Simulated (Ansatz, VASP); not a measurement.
## Two plane-wave programs on Pd

```
Pd
1.0
     0.00000    2.96489    2.96489
     2.96489    0.00000    2.96489
     2.96489    2.96489    0.00000
Pd
2
Direct
  0.12500 0.12500 0.12500
  0.87500 0.87500 0.87500
```

Alike in both runs: functional BLYP; k mesh 10 × 10 × 10; occupations fermi-dirac, width 0.05 eV; collinear spin.

Ansatz relaxed the structure, and its values are those at the end. VASP's run is a single point on that final structure, the one shown.

|  | VASP | Ansatz |
| --- | --- | --- |
| version | VASP 6.6.1 | Ansatz 0.2.0 |
| potentials or method | VASP PAW PBE potentials, release 64 (Pd), cutoff 500 eV | plane waves (420 eV) with PAW, scalar-relativistic |
| valence electrons in the cell | 20 | 36 |

|  | VASP | Ansatz | Ansatz less VASP |
| --- | --- | --- | --- |
| pressure (GPa) | 0.1 | 0.0 | -0.07 |
| net moment per atom (μB) | 0.44 | 0.44 | +0.001 |
| size of the moment on the site where the two differ most (μB) | 0.43 | 0.43 | -0.001 |

VASP's potentials were made for PBE, not for BLYP. Site moments also hang on the region over which each program counts them. With one functional, cell and mesh, what is left measures potentials, basis and numerics. VASP's potentials hold 20 valence electrons a cell and Ansatz's 36, so a difference there can come from the potentials and not from the codes.
